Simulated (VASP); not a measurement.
# KF (R-3m) in VASP: notebook, part 2 of 3

VASP 6.6.1. Earlier steps stand in the parts before.

**3. Single point, PBE**

This run uses another cell than the first one, of 18.64 Å³/atom, 1.017 times its volume.

INCAR reads:

```
SYSTEM = KF
PREC = Accurate ; ENCUT = 520
EDIFF = 1E-7 ; ISMEAR = 0
SIGMA = 0.05 ; LREAL = .FALSE.
LASPH = .TRUE. ; NELM = 60
ALGO = Normal ; ISIF = 2
LWAVE = .FALSE. ; LCHARG = .FALSE.
GGA = PE ; NBANDS = 15
```

KPOINTS reads:

```
Automatic mesh
0
G
  8 8 8
  0 0 0
```

POSCAR reads:

```
KF
1.0
    0.1437035666      2.7252047638      2.7252047638
    2.7252047638      0.1437035666      2.7252047638
    2.7252047638      2.7252047638      0.1437035666
K F
1 1
Direct
    0.0000000000      0.0000000000      0.0000000000
    0.5000000000      0.5000000000      0.5000000000
```

Potentials or basis: VASP PAW PBE potentials, release 64 (K_sv, F).

Launch:

```bash
> cat potpaw_PBE.64/K_sv/POTCAR potpaw_PBE.64/F/POTCAR > POTCAR
> mpirun -np 1 vasp_std > vasp.out
```

OUTCAR:

```text
SYSTEM = KF
   PREC = Accurate
   ENCUT = 520
   EDIFF = 1E-7
   ISMEAR = 0
   LREAL = .FALSE.
   LASPH = .TRUE.
   NELM = 60
   ISIF = 2
   GGA = PE

 ion  position               nearest neighbor table
   1  0.000  0.000  0.000-   2 2.66   2 2.66   2 2.66   2 2.66   2 2.66   2 2.66
   2  0.500  0.500  0.500-   1 2.66   1 2.66   1 2.66   1 2.66   1 2.66   1 2.66

  LATTYP: Found a trigonal (rhomboedric) cell.
 ALAT       =     3.8566997192
 COS(alpha) =     0.5519638990

  Lattice vectors:

 A1 = (   0.1437035666,   2.7252047638,   2.7252047638)
 A2 = (   2.7252047638,   0.1437035666,   2.7252047638)
 A3 = (   2.7252047638,   2.7252047638,   0.1437035666)

Analysis of symmetry for initial positions (statically):
=====================================================================
 Subroutine PRICEL returns:
 Original cell was already a primitive cell.

 Routine SETGRP: Setting up the symmetry group for a
 trigonal (rhombohedral) supercell.

 Subroutine GETGRP returns: Found 12 space group operations
 (whereof 12 operations were pure point group operations)
 out of a pool of 12 trial point group operations.

The static configuration has the point symmetry D_3d.

Analysis of symmetry for dynamics (positions and initial velocities):
=====================================================================
 Subroutine PRICEL returns:
 Original cell was already a primitive cell.

 Routine SETGRP: Setting up the symmetry group for a
 trigonal (rhombohedral) supercell.

 Subroutine GETGRP returns: Found 12 space group operations
 (whereof 12 operations were pure point group operations)
 out of a pool of 12 trial point group operations.

The dynamic configuration has the point symmetry D_3d.

 Subroutine INISYM returns: Found 12 space group operations
 (whereof 12 operations are pure point group operations),
 and found     1 'primitive' translations

----------------------------------------------------------------------------------------

                                     Primitive cell

  volume of cell :      37.2800

  direct lattice vectors                    reciprocal lattice vectors
     0.143703567  2.725204764  2.725204764    -0.198661220  0.188710283  0.188710283
     2.725204764  0.143703567  2.725204764     0.188710283 -0.198661220  0.188710283
     2.725204764  2.725204764  0.143703567     0.188710283  0.188710283 -0.198661220

  length of vectors
     3.856699719  3.856699719  3.856699719     0.332700199  0.332700199  0.332700199

  position of ions in fractional coordinates (direct lattice)
     0.000000000  0.000000000  0.000000000
     0.500000000  0.500000000  0.500000000

  ion indices of the primitive-cell ions
   primitive index   ion index
                 1           1
                 2           2

----------------------------------------------------------------------------------------

 KPOINTS: Automatic mesh

Automatic generation of k-mesh.
 Grid dimensions read from file:
 generate k-points for:    8    8    8

 Generating k-lattice:

  Cartesian coordinates                     Fractional coordinates (reciprocal lattice)
    -0.024832653  0.023588785  0.023588785     0.125000000  0.000000000 -0.000000000
[... 42 lines left out ...]
   number of dos      NEDOS =    301   number of ions     NIONS =      2
   total plane-waves  NPLWV =  27000
   dimension x,y,z NGX =    30 NGY =   30 NGZ =   30
   dimension x,y,z NGXF=    60 NGYF=   60 NGZF=   60
   ions per type =               1   1
   NGX,Y,Z   is equivalent  to a cutoff of  12.93, 12.93, 12.93 a.u.
   NGXF,Y,Z  is equivalent  to a cutoff of  25.86, 25.86, 25.86 a.u.
 SYSTEM =  KF
   PREC   = accura    normal or accurate (medium, high low for compatibility)
   ISTART =      0    job   : 0-new  1-cont  2-samecut
   ICHARG =      2    charge: 1-file 2-atom 10-const
   ISPIN  =      1    spin polarized calculation?
   LNONCOLLINEAR =      F non collinear calculations
   LSORBIT =      F    spin-orbit coupling
   LASPH  =      T    aspherical Exc in radial PAW
   ENCUT  =  520.0 eV  38.22 Ry    6.18 a.u.   7.17  7.17  7.17*2*pi/ulx,y,z
   NELM   =     60;   NELMIN=  2; NELMDL= -5     # of ELM steps
   EDIFF  = 0.1E-06   stopping-criterion for ELM
   LREAL  =      F    real-space projection
   EDIFFG = 0.1E-05   stopping-criterion for IOM
   NSW    =      0    number of steps for IOM
   IBRION =     -1    ionic relax: 0-MD 1-quasi-New 2-CG
   NFREE  =      0    steps in history (QN), initial steepest desc. (CG)
   ISIF   =      2    stress and relaxation
   ISYM   =      2    0-nonsym 1-usesym 2-fastsym
   POTIM  = 0.5000    time-step for ionic-motion
   TEBEG  =    0.0;   TEEND  =   0.0 temperature during run
   PSTRESS=    0.0 pullay stress
   NELECT =      16.0000    total number of electrons
   NUPDOWN=      -1.0000    fix difference up-down
   EMIN   =  10.00;   EMAX   =-10.00  energy-range for DOS
   EFERMI =   0.00;   METHOD = LEGACY
   ISMEAR =     0;   SIGMA  =   0.05  broadening in eV -4-tet -1-fermi 0-gaus
   EFERMI_NEDOS =   21; number of points for ismear=-14 and -15
   IALGO  =     38    algorithm
   IMIX   =      4    mixing-type and parameters
     AMIX     =   0.40;   BMIX     =  1.00
     AMIX_MAG =   1.60;   BMIX_MAG =  1.00
  volume/ion in A,a.u.               =      18.64       125.79
  Fermi-wavevector in a.u.,A,eV,Ry     =   1.234875  2.333575 20.747732  1.524915
  Thomas-Fermi vector in A             =   2.369547
   LORBIT       =      0    0 simple, 1 ext, 2 COOP (PROOUT), +10 PAW based schemes
   GGA     = PE    functional components
   LHFCALC =     F    Hartree Fock is set to
   AEXX    =    0.0000 exact exchange contribution
   IVDW    =     0    specifies the selected vdW correction
   LEPSILON=     F    determine dielectric tensor
   LRPA    =     F    only Hartree local field effects (RPA)
 non-spin polarized calculation
 Gauss-broadening in eV      SIGMA  =   0.05
  energy-cutoff  :      520.00
  volume of cell :       37.28
 maximum number of plane-waves:      1015
 NGX is ok and might be reduce to    30
   NGX = 15   NGY = 15   NGZ = 15

 number of electron      16.0000011 magnetization

 Free energy of the ion-electron system (eV)
  ---------------------------------------------------
  ext. energy  EPLUGINS =         0.00000000
  ---------------------------------------------------
  free energy    TOTEN  =        -8.26473730 eV

  energy without entropy =       -8.26473730  energy(sigma->0) =       -8.26473730

 E-fermi :  -2.4797     XC(G=0):  -8.5142

 val. band max:       -2.6900281867   @ k =   0.0000   0.0000   0.0000
 cond. band min:       3.5343942918   @ k =   0.0000   0.0000   0.0000
 fundamental gap:      6.2244224785
 Fermi energy:        -2.4797119383

 k-point     1 :       0.0000    0.0000    0.0000
  band No.  band energies     occupation
      1     -28.8445      2.00000
      2     -21.3951      2.00000
      3     -12.1010      2.00000
      4     -12.0575      2.00000
      5     -12.0575      2.00000
      6      -2.7764      2.00000
      7      -2.6900      2.00000
      8      -2.6900      2.00000
      9       3.5344      0.00000
     10       7.5025      0.00000
     11       8.2251      0.00000
     12       8.2251      0.00000
     13       9.7521      0.00000
     14       9.7521      0.00000
[... 401 lines left out ...]
      2     -21.4554      2.00000
      3     -12.2834      2.00000
      4     -12.1538      2.00000
      5     -12.0862      2.00000
      6      -3.2966      2.00000
      7      -2.9613      2.00000
      8      -2.9068      2.00000
      9       5.6690      0.00000
     10       7.2608      0.00000
     11       8.7786      0.00000
     12       9.3039      0.00000
     13      10.5660      0.00000
     14      10.7904      0.00000
     15      15.5229      0.00000

 [... further k-points ...]

------------------------ aborting loop because EDIFF is reached ----------------------------------------

  FORCE on cell =-STRESS in cart. coord.  units (eV):
  Direction    XX          YY          ZZ          XY          YZ          ZX
  --------------------------------------------------------------------------------------
  -------------------------------------------------------------------------------------
  Total        0.5069500      0.5069500      0.5069500     -0.1883778     -0.1883778     -0.1883778
  in kB       21.7871208     21.7871208     21.7871208     -8.0958878     -8.0958878     -8.0958878
  external PRESSURE =      21.7871208 kB  Pullay stress =       0.0000000 kB

 VOLUME and BASIS-vectors are now :
 -----------------------------------------------------------------------------
  energy-cutoff  :      520.00
  volume of cell :       37.28
      direct lattice vectors                 reciprocal lattice vectors
     0.143703567  2.725204764  2.725204764    -0.198661220  0.188710283  0.188710283
     2.725204764  0.143703567  2.725204764     0.188710283 -0.198661220  0.188710283
     2.725204764  2.725204764  0.143703567     0.188710283  0.188710283 -0.198661220

 POSITION                                       TOTAL-FORCE (eV/Angst)
 -----------------------------------------------------------------------------------
      0.00000      0.00000      0.00000         0.000000      0.000000     -0.000000
      2.79706      2.79706      2.79706        -0.000000     -0.000000      0.000000
 -----------------------------------------------------------------------------------
    total drift:                                0.000000      0.000000      0.000000

  FREE ENERGIE OF THE ION-ELECTRON SYSTEM (eV)
  ---------------------------------------------------
  free  energy   TOTEN  =        -8.2647372994 eV

  energy  without entropy=       -8.2647372994  energy(sigma->0) =       -8.26473730
```

OSZICAR:

```text
N       E                     dE             d eps       ncg     rms          rms(c)
DAV:   1     0.108315724149E+03    0.10832E+03   -0.82699E+03  1950   0.104E+03
DAV:   2    -0.532990544839E+01   -0.11365E+03   -0.10442E+03  2576   0.283E+02
DAV:   3    -0.941526828058E+01   -0.40854E+01   -0.40660E+01  2555   0.482E+01
DAV:   4    -0.952304474249E+01   -0.10778E+00   -0.10776E+00  2637   0.733E+00
DAV:   5    -0.952455516115E+01   -0.15104E-02   -0.15104E-02  2622   0.753E-01    0.635E+00
DAV:   6    -0.829564634327E+01    0.12289E+01   -0.34448E+00  2083   0.149E+01    0.414E+00
DAV:   7    -0.826763337331E+01    0.28013E-01   -0.66843E-02  2433   0.225E+00    0.233E+00
DAV:   8    -0.826256066062E+01    0.50727E-02   -0.49946E-02  2181   0.222E+00    0.197E-01
DAV:   9    -0.826409086194E+01   -0.15302E-02   -0.39756E-03  2559   0.524E-01    0.124E-01
DAV:  10    -0.826461883199E+01   -0.52797E-03   -0.47525E-04  2111   0.191E-01    0.601E-02
DAV:  11    -0.826473929277E+01   -0.12046E-03   -0.12355E-04  2125   0.949E-02    0.207E-02
DAV:  12    -0.826473699015E+01    0.23026E-05   -0.13204E-05  2412   0.363E-02    0.377E-03
DAV:  13    -0.826473728695E+01   -0.29680E-06   -0.21069E-06  2160   0.130E-02    0.225E-03
DAV:  14    -0.826473729939E+01   -0.12441E-07   -0.65504E-08  2112   0.255E-03
   1 F= -.82647373E+01 E0= -.82647373E+01  d E =-.255213E-11
```

It took 19 s on 1 thread of Intel Xeon 6975P-C (Granite Rapids), shared host; peak memory 0.18 GiB.

Results:

| Quantity | Value |
| --- | --- |
| Free energy | -8.2647 eV |
| Pressure | 2.2 GPa |
| Band gap on the k mesh | 6.22 eV, direct |

Stress tensor (GPa, compression positive):
```
 2.18 -0.81 -0.81
-0.81  2.18 -0.81
-0.81 -0.81  2.18
```

A k mesh can miss the band edges. As with any semilocal functional, this PBE gap is likely too small.

**4. Single point, PBE**

This run uses another cell than the first one, of 18.64 Å³/atom, 1.017 times its volume.

INCAR reads:

```
PREC     = Accurate       # precision mode
ENCUT    = 520            # plane-wave cutoff, eV
EDIFF    = 1E-7           # SCF threshold, eV
ISMEAR   = 0              # smearing method
SIGMA    = 0.05           # smearing width, eV
LREAL    = F              # projectors in reciprocal space
LASPH    = T              # aspherical terms in the spheres
NELM     = 100            # most SCF steps
ALGO     = Normal         # electronic algorithm
ISIF     = 2              # what is computed and relaxed
LWAVE    = F              # write WAVECAR
LCHARG   = F              # write CHGCAR
GGA      = PE             # functional
NBANDS   = 15             # bands
```

KPOINTS reads:

```
Automatic mesh
0
Gamma
  8 8 8
```

POSCAR reads:

```
KF
1.0
    0.1145431548      2.7099318578      2.7099318578
    2.7099318578      0.1145431548      2.7099318578
    2.7099318578      2.7099318578      0.1145431548
K F
1 1
Direct
    0.0000000000      0.0000000000      0.0000000000
    0.5000000000      0.5000000000      0.5000000000
```

Launch:

```bash
> cat potpaw_PBE.64/K_sv/POTCAR potpaw_PBE.64/F/POTCAR > POTCAR
> mpirun -np 1 vasp_std > vasp.out
```

It took 22 s on 1 thread of Intel Xeon 6975P-C (Granite Rapids), shared host; peak memory 0.18 GiB.

It converged, with:

```yaml
Free_energy: -8.2701 eV
Pressure: 2.2 GPa
Band_gap_on_the_k_mesh: 6.24 eV, direct
```

Stress tensor (GPa, compression positive):
```
 2.22 -0.62 -0.62
-0.62  2.22 -0.62
-0.62 -0.62  2.22
```

Levels at points of the mesh, in eV from the valence-band top:
| k point | band 6 | band 7 | band 8 | band 9 | band 10 | band 11 |
| --- | --- | --- | --- | --- | --- | --- |
| (0.00, 0.00, 0.00) | -0.07 | 0.00 | 0.00 | 6.24 | 10.30 | 10.89 |
| (0.50, 0.00, 0.00) | -0.85 | -0.47 | -0.36 | 9.16 | 10.81 | 11.89 |
| (0.50, 0.50, 0.00) | -0.24 | -0.10 | -0.05 | 8.18 | 10.37 | 11.97 |
| (0.50, 0.50, 0.50) | -0.85 | -0.31 | -0.31 | 8.95 | 10.57 | 12.04 |

A k mesh can miss the band edges. Expect the measured gap to be larger: semilocal functionals such as PBE lack the derivative discontinuity.

**5. Single point, PBE**

This run uses another cell than the first one, of 18.64 Å³/atom, 1.017 times its volume.

INCAR reads:

```
  ALGO = Normal
  EDIFF = 1E-7
  ENCUT = 520
  GGA = PE
  ISIF = 2
  ISMEAR = 0
  LASPH = True
  LCHARG = True
  LELF = True
  LREAL = False
  LVHAR = True
  LWAVE = False
  NBANDS = 15
  NELM = 100
  PREC = Accurate
  SIGMA = 0.05
```

KPOINTS reads:

```
k-points
0
Gamma
  8 8 8
```

POSCAR reads:

```
KF
1.0
   -0.1121407523      2.5965730709      2.5965730709
    2.5965730709     -0.1121407523      2.5965730709
    2.5965730709      2.5965730709     -0.1121407523
K F
1 1
Direct
    0.0000000000      0.0000000000      0.0000000000
    0.5000000000      0.5000000000      0.5000000000
```

Launch:

```bash
> cat potpaw_PBE.64/K_sv/POTCAR potpaw_PBE.64/F/POTCAR > POTCAR
> mpirun -np 1 vasp_std > vasp.out
```

Wall time 15 s (1 thread of Intel Xeon 6975P-C (Granite Rapids), shared host); peak memory 0.17 GiB.

It converged, with:

| Item | Value |
| --- | --- |
| Free energy | -8.2717 eV |
| Pressure | 2.2 GPa |
| Band gap on the k mesh | 6.23 eV, direct |

Stress tensor (GPa, compression positive):
```
2.22 0.46 0.46
0.46 2.22 0.46
0.46 0.46 2.22
```

Levels at points of the mesh, in eV from the valence-band top:
| k point | band 6 | band 7 | band 8 | band 9 | band 10 | band 11 |
| --- | --- | --- | --- | --- | --- | --- |
| (0.00, 0.00, 0.00) | -0.06 | -0.06 | 0.00 | 6.23 | 10.45 | 10.45 |
| (0.50, 0.00, 0.00) | -0.86 | -0.43 | -0.33 | 9.05 | 10.67 | 11.79 |
| (0.50, 0.50, 0.00) | -0.25 | -0.12 | -0.07 | 8.17 | 10.35 | 11.96 |
| (0.50, 0.50, 0.50) | -0.86 | -0.48 | -0.48 | 9.24 | 10.93 | 12.20 |

A k mesh can miss the band edges. PBE gaps usually lie below the measured ones, often by a third to a half.

(Part 2 of 3 ends here.)
